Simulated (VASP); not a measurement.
# LiHPd (P4/mmm) in VASP: notebook

The runs below take LiHPd through single point, with LDA.

Program: VASP 6.6.1. These are calculated values, not measurements. Logs are shortened: lines on timing, memory, paths and dates and some standing lists are left out, and cuts for length are marked.

## 1. The cell of the first run

It takes space group P4/mmm (No. 123, tetragonal). Conventional cell: a = 2.779 Å, b = 2.779 Å, c = 3.904 Å, α = 90.00°, β = 90.00°, γ = 90.00°. Li (site symmetry 4/mmm) has 2 H at 1.95 Å within 2.6 Å. H (site symmetry 4/mmm) has 2 Li at 1.95 Å and 4 Pd at 1.97 Å within 2.6 Å. Within 2.6 Å of Pd (site symmetry 4/mmm) lie 4 H at 1.97 Å.

## 2. Single point, LDA

INCAR

```
ALGO = Normal ; EDIFF = 1E-6
ENCUT = 520 ; ISIF = 2
ISMEAR = 1 ; LASPH = True
LCHARG = False ; LREAL = False
LWAVE = False ; NBANDS = 14
NELM = 100 ; PREC = Accurate
SIGMA = 0.3
```

KPOINTS

```
k-points
0
Gamma
  10 10 7
```

POSCAR

```
LiHPd
1.0
    2.7794670000      0.0000000000      0.0000000000
    0.0000000000      2.7794670000      0.0000000000
    0.0000000000      0.0000000000      3.9043150000
Li H Pd
1 1 1
Direct
    0.5000000000      0.5000000000      0.5000000000
    0.5000000000      0.5000000000      0.0000000000
    0.0000000000      0.0000000000      0.0000000000
```

Potentials or basis: VASP PAW LDA potentials, release 64 (Li_sv, H, Pd).

Started as:

```bash
$ cat potpaw_LDA.64/Li_sv/POTCAR potpaw_LDA.64/H/POTCAR potpaw_LDA.64/Pd/POTCAR > POTCAR
$ mpirun -np 1 vasp_std > vasp.out
```

OUTCAR:

```text
EDIFF = 1E-6
   ENCUT = 520
   ISIF = 2
   ISMEAR = 1
   LASPH = True
   LREAL = False
   NELM = 100
   PREC = Accurate

 ion  position               nearest neighbor table
   1  0.500  0.500  0.500-   3 2.77   3 2.77   3 2.77   3 2.77   3 2.77   3 2.77   3 2.77   3 2.77

   2  0.500  0.500  0.000-   3 1.97   3 1.97   3 1.97   3 1.97
   3  0.000  0.000  0.000-   2 1.97   2 1.97   2 1.97   2 1.97   1 2.77   1 2.77   1 2.77   1 2.77
                             1 2.77   1 2.77   1 2.77   1 2.77

  LATTYP: Found a simple tetragonal cell.
 ALAT       =     2.7794670000
 C/A-ratio  =     1.4046991743

  Lattice vectors:

 A1 = (   2.7794670000,   0.0000000000,   0.0000000000)
 A2 = (   0.0000000000,   2.7794670000,   0.0000000000)
 A3 = (   0.0000000000,   0.0000000000,   3.9043150000)

Analysis of symmetry for initial positions (statically):
=====================================================================
 Subroutine PRICEL returns:
 Original cell was already a primitive cell.

 Routine SETGRP: Setting up the symmetry group for a
 simple tetragonal supercell.

 Subroutine GETGRP returns: Found 16 space group operations
 (whereof 16 operations were pure point group operations)
 out of a pool of 16 trial point group operations.

The static configuration has the point symmetry D_4h.

Analysis of symmetry for dynamics (positions and initial velocities):
=====================================================================
 Subroutine PRICEL returns:
 Original cell was already a primitive cell.

 Routine SETGRP: Setting up the symmetry group for a
 simple tetragonal supercell.

 Subroutine GETGRP returns: Found 16 space group operations
 (whereof 16 operations were pure point group operations)
 out of a pool of 16 trial point group operations.

The dynamic configuration has the point symmetry D_4h.

 Subroutine INISYM returns: Found 16 space group operations
 (whereof 16 operations are pure point group operations),
 and found     1 'primitive' translations

----------------------------------------------------------------------------------------

                                     Primitive cell

  volume of cell :      30.1625

  direct lattice vectors                    reciprocal lattice vectors
     2.779467000  0.000000000  0.000000000     0.359781210  0.000000000  0.000000000
     0.000000000  2.779467000  0.000000000     0.000000000  0.359781210  0.000000000
     0.000000000  0.000000000  3.904315000     0.000000000  0.000000000  0.256126875

  length of vectors
     2.779467000  2.779467000  3.904315000     0.359781210  0.359781210  0.256126875

  position of ions in fractional coordinates (direct lattice)
     0.500000000  0.500000000  0.500000000
     0.500000000  0.500000000  0.000000000
     0.000000000  0.000000000  0.000000000

  ion indices of the primitive-cell ions
   primitive index   ion index
                 1           1
                 2           2
                 3           3

----------------------------------------------------------------------------------------

 KPOINTS: k-points

Automatic generation of k-mesh.
 Grid dimensions read from file:
 generate k-points for:   10   10    7

 Generating k-lattice:

  Cartesian coordinates                     Fractional coordinates (reciprocal lattice)
     0.035978121  0.000000000  0.000000000     0.100000000  0.000000000  0.000000000
     0.000000000  0.035978121  0.000000000     0.000000000  0.100000000  0.000000000
     0.000000000  0.000000000  0.036589554     0.000000000  0.000000000  0.142857143

  Length of vectors
     0.035978121  0.035978121  0.036589554

  Shift w.r.t. Gamma in fractional coordinates (k-lattice)
     0.000000000  0.000000000  0.000000000

 Subroutine IBZKPT returns following result:
 ===========================================

 Found     84 irreducible k-points:

 Following reciprocal coordinates:
            Coordinates               Weight
  0.000000  0.000000  0.000000      1.000000
  0.100000  0.000000  0.000000      4.000000
  0.200000  0.000000  0.000000      4.000000
  0.300000  0.000000  0.000000      4.000000
  0.400000  0.000000  0.000000      4.000000
  0.500000  0.000000  0.000000      2.000000
[... 16 lines left out ...]
  0.100000  0.000000  0.142857      8.000000
  0.200000  0.000000  0.142857      8.000000
 [... further k-points ...]
   k-points           NKPTS =     84   k-points in BZ     NKDIM =     84   number of bands    NBANDS=     14
   number of dos      NEDOS =    301   number of ions     NIONS =      3
   total plane-waves  NPLWV =  17280
   dimension x,y,z NGX =    24 NGY =   24 NGZ =   30
   dimension x,y,z NGXF=    48 NGYF=   48 NGZF=   60
   ions per type =               1   1   1
   NGX,Y,Z   is equivalent  to a cutoff of  14.35, 14.35, 12.77 a.u.
   NGXF,Y,Z  is equivalent  to a cutoff of  28.71, 28.71, 25.55 a.u.
 SYSTEM =  unknown system
   PREC   = accura    normal or accurate (medium, high low for compatibility)
   ISTART =      0    job   : 0-new  1-cont  2-samecut
   ICHARG =      2    charge: 1-file 2-atom 10-const
   ISPIN  =      1    spin polarized calculation?
   LNONCOLLINEAR =      F non collinear calculations
   LSORBIT =      F    spin-orbit coupling
   LASPH  =      T    aspherical Exc in radial PAW
   ENCUT  =  520.0 eV  38.22 Ry    6.18 a.u.   5.17  5.17  7.26*2*pi/ulx,y,z
   NELM   =    100;   NELMIN=  2; NELMDL= -5     # of ELM steps
   EDIFF  = 0.1E-05   stopping-criterion for ELM
   LREAL  =      F    real-space projection
   EDIFFG = 0.1E-04   stopping-criterion for IOM
   NSW    =      0    number of steps for IOM
   IBRION =     -1    ionic relax: 0-MD 1-quasi-New 2-CG
   NFREE  =      0    steps in history (QN), initial steepest desc. (CG)
   ISIF   =      2    stress and relaxation
   ISYM   =      2    0-nonsym 1-usesym 2-fastsym
   POTIM  = 0.5000    time-step for ionic-motion
   TEBEG  =    0.0;   TEEND  =   0.0 temperature during run
   PSTRESS=    0.0 pullay stress
   NELECT =      14.0000    total number of electrons
   NUPDOWN=      -1.0000    fix difference up-down
   EMIN   =  10.00;   EMAX   =-10.00  energy-range for DOS
   EFERMI =   0.00;   METHOD = LEGACY
   ISMEAR =     1;   SIGMA  =   0.30  broadening in eV -4-tet -1-fermi 0-gaus
   EFERMI_NEDOS =   21; number of points for ismear=-14 and -15
   IALGO  =     38    algorithm
   IMIX   =      4    mixing-type and parameters
     AMIX     =   0.40;   BMIX     =  1.00
     AMIX_MAG =   1.60;   BMIX_MAG =  1.00
  volume/ion in A,a.u.               =      10.05        67.85
  Fermi-wavevector in a.u.,A,eV,Ry     =   1.267540  2.395303 21.859892  1.606657
  Thomas-Fermi vector in A             =   2.400682
   LORBIT       =      0    0 simple, 1 ext, 2 COOP (PROOUT), +10 PAW based schemes
   GGA     = CA    functional components
   LHFCALC =     F    Hartree Fock is set to
   AEXX    =    0.0000 exact exchange contribution
   IVDW    =     0    specifies the selected vdW correction
   LEPSILON=     F    determine dielectric tensor
   LRPA    =     F    only Hartree local field effects (RPA)
 non-spin polarized calculation
 Methfessel and Paxton  Order N= 1 SIGMA  =   0.30
  energy-cutoff  :      520.00
  volume of cell :       30.16
 maximum number of plane-waves:       828
 NGX is ok and might be reduce to    24
   NGX = 11   NGY = 11   NGZ = 15

 number of electron      14.0000009 magnetization

 Free energy of the ion-electron system (eV)
  ---------------------------------------------------
  ext. energy  EPLUGINS =         0.00000000
  ---------------------------------------------------
  free energy    TOTEN  =       -13.43364652 eV

  energy without entropy =      -13.43359414  energy(sigma->0) =      -13.43362906

 E-fermi :   6.2727     XC(G=0): -11.1631

 val. band max:        6.2527765060   @ k =   0.5000   0.3000   0.0000
 cond. band min:       6.2760765825   @ k =   0.5000   0.0000   0.4286
 fundamental gap:      0.0233000765
 Fermi energy:         6.2726669550

 k-point     1 :       0.0000    0.0000    0.0000
  band No.  band energies     occupation
      1     -38.6692      2.00000
      2      -3.0531      2.00000
      3       1.3058      2.00000
      4       1.9308      2.00000
      5       4.1963      2.00000
      6       4.1963      2.00000
      7       4.5765      2.00000
      8       7.5727     -0.00000
      9      11.8255     -0.00000
     10      16.3324      0.00000
     11      16.3324      0.00000
     12      20.8181      0.00000
     13      21.5262      0.00000
     14      24.9388      0.00000

 k-point     2 :       0.1000    0.0000    0.0000
  band No.  band energies     occupation
      1     -38.6672      2.00000
      2      -2.8335      2.00000
      3       1.4188      2.00000
      4       1.9885      2.00000
      5       3.8547      2.00000
      6       4.2142      2.00000
      7       4.4214      2.00000
      8       8.0683     -0.00000
      9      11.4055     -0.00000
     10      15.4442      0.00000
     11      16.6492      0.00000
     12      20.1566      0.00000
     13      22.8811      0.00000
     14      24.1968      0.00000

 k-point     3 :       0.2000    0.0000    0.0000
  band No.  band energies     occupation
      1     -38.6618      2.00000
      2      -2.2027      2.00000
      3       1.7020      2.00000
      4       2.1458      2.00000
      5       3.1896      2.00000
      6       4.0420      2.00000
      7       4.2613      2.00000
      8       9.2155     -0.00000
      9      10.1884     -0.00000
     10      14.3240      0.00000
     11      17.5175      0.00000
     12      18.7779      0.00000
     13      21.6313      0.00000
     14      24.8179      0.00000

 k-point     4 :       0.3000    0.0000    0.0000
  band No.  band energies     occupation
      1     -38.6552      2.00000
      2      -1.2433      2.00000
      3       1.9602      2.00000
      4       2.3513      2.00000
      5       2.5779      2.00000
      6       3.6163      2.00000
      7       4.3202      2.00000
      8       8.6950     -0.00000
      9      10.6882     -0.00000
     10      13.5675      0.00000
     11      17.7149      0.00000
     12      18.7716      0.00000
     13      19.0234      0.00000
     14      23.8798      0.00000

 k-point     5 :       0.4000    0.0000    0.0000
  band No.  band energies     occupation
      1     -38.6499      2.00000
      2      -0.0940      2.00000
      3       1.8366      2.00000
      4       2.1705      2.00000
      5       2.5249      2.00000
      6       3.2998      2.00000
      7       4.3684      2.00000
      8       7.6117     -0.00000
      9      12.3895      0.00000
     10      13.0359      0.00000
     11      16.6168      0.00000
[... 276 lines left out ...]
 k-point    22 :       0.0000    0.0000    0.1429
  band No.  band energies     occupation
      1     -38.6690      2.00000
      2      -3.0354      2.00000
      3       1.3125      2.00000
      4       2.0782      2.00000
      5       4.1695      2.00000
      6       4.1695      2.00000
      7       4.5773      2.00000
      8       6.9126     -0.01016
      9      12.6715      0.00000
     10      16.6222      0.00000
     11      16.6222      0.00000
     12      20.4881      0.00000
     13      21.1140      0.00000
     14      24.0439      0.00000

 k-point    23 :       0.1000    0.0000    0.1429
  band No.  band energies     occupation
      1     -38.6669      2.00000
      2      -2.8152      2.00000
      3       1.4262      2.00000
      4       2.1304      2.00000
      5       3.8268      2.00000
      6       4.1882      2.00000
      7       4.4233      2.00000
      8       7.3243     -0.00001
      9      12.2713     -0.00000
     10      15.7391      0.00000
     11      16.9329      0.00000
     12      19.5923      0.00000
     13      22.3754      0.00000
     14      24.0906      0.00000

 k-point    24 :       0.2000    0.0000    0.1429
  band No.  band energies     occupation
      1     -38.6616      2.00000
      2      -2.1833      2.00000
      3       1.7112      2.00000
      4       2.2656      2.00000
      5       3.1850      2.00000
      6       4.0446      2.00000
      7       4.2389      2.00000
      8       8.0770     -0.00000
      9      11.2210     -0.00000
     10      14.7455      0.00000
     11      17.7774      0.00000
     12      17.9521      0.00000
     13      22.5138      0.00000
     14      24.4152      0.00000

 [... further k-points ...]
[... 5 lines left out ...]
  --------------------------------------------------------------------------------------
  -------------------------------------------------------------------------------------
  Total       -1.2117798     -1.2117798     -0.4503589      0.0000000      0.0000000      0.0000000
  in kB      -64.3674664    -64.3674664    -23.9222198      0.0000000      0.0000000      0.0000000
  external PRESSURE =     -50.8857175 kB  Pullay stress =       0.0000000 kB

 VOLUME and BASIS-vectors are now :
 -----------------------------------------------------------------------------
  energy-cutoff  :      520.00
  volume of cell :       30.16
      direct lattice vectors                 reciprocal lattice vectors
     2.779467000  0.000000000  0.000000000     0.359781210  0.000000000  0.000000000
     0.000000000  2.779467000  0.000000000     0.000000000  0.359781210  0.000000000
     0.000000000  0.000000000  3.904315000     0.000000000  0.000000000  0.256126875

 POSITION                                       TOTAL-FORCE (eV/Angst)
 -----------------------------------------------------------------------------------
      1.38973      1.38973      1.95216         0.000000      0.000000      0.000000
      1.38973      1.38973      0.00000         0.000000      0.000000      0.000000
      0.00000      0.00000      0.00000         0.000000      0.000000      0.000000
 -----------------------------------------------------------------------------------
    total drift:                                0.000000      0.000000      0.000000

  FREE ENERGIE OF THE ION-ELECTRON SYSTEM (eV)
  ---------------------------------------------------
  free  energy   TOTEN  =       -13.4336465166 eV

  energy  without entropy=      -13.4335941385  energy(sigma->0) =      -13.43362906
```

Run time: 25 s. Hardware: 1 thread of Intel Xeon Platinum 8375C at 2.90GHz (Ice Lake), shared host; peak memory 0.16 GiB.

Results:

* Free energy: -13.4336 eV
* Band gap on the k mesh: zero (bands 7 and 8 overlap by 5.62 eV)

Caveat: the cutoff is under 1.25 times the usual one of these potentials, so pressure, stress and relaxed cells hold a basis-set (Pulay) error; so wide a smearing shifts energies and pressures.

## 3. Single point, LDA

INCAR

```
  PREC = Accurate
  ENCUT = 520
  EDIFF = 1E-7
  ISMEAR = 1
  SIGMA = 0.2
  LREAL = F
  LASPH = T
  NELM = 100
  ALGO = Normal
  ISIF = 2
  LWAVE = F
  LCHARG = T
  LELF = T
  LVHAR = T
  NBANDS = 14
```

KPOINTS

```
Automatic mesh
0
Gamma
  10 10 7
```

POSCAR is that of step 2.

Potentials or basis: VASP PAW LDA potentials, release 64 (Li_sv, H, Pd).

Started as:

```bash
$ cat potpaw_LDA.64/Li_sv/POTCAR potpaw_LDA.64/H/POTCAR potpaw_LDA.64/Pd/POTCAR > POTCAR
$ mpirun -np 1 vasp_std > vasp.out
```

It took 32 s on 1 thread of Intel Xeon Platinum 8375C at 2.90GHz (Ice Lake), shared host; peak memory 0.16 GiB.

It converged, with:

```
Free energy            : -13.4334 eV
Band gap on the k mesh : zero (bands 7 and 8 overlap by 5.62 eV)
```

Levels at points of the mesh, in eV from the Fermi level:
| k point | band 5 | band 6 | band 7 | band 8 | band 9 | band 10 |
| --- | --- | --- | --- | --- | --- | --- |
| (0.00, 0.00, 0.00) | -2.08 | -2.08 | -1.70 | 1.30 | 5.55 | 10.06 |
| (0.50, 0.00, 0.00) | -3.68 | -3.09 | -1.89 | 0.98 | 6.55 | 7.70 |
| (0.50, 0.50, 0.00) | -2.69 | -0.63 | 1.47 | 1.47 | 4.67 | 6.25 |

Caveat: the cutoff is under 1.25 times the usual one of these potentials, so pressure, stress and relaxed cells hold a basis-set (Pulay) error.

(Continued in part 2 of 2.)
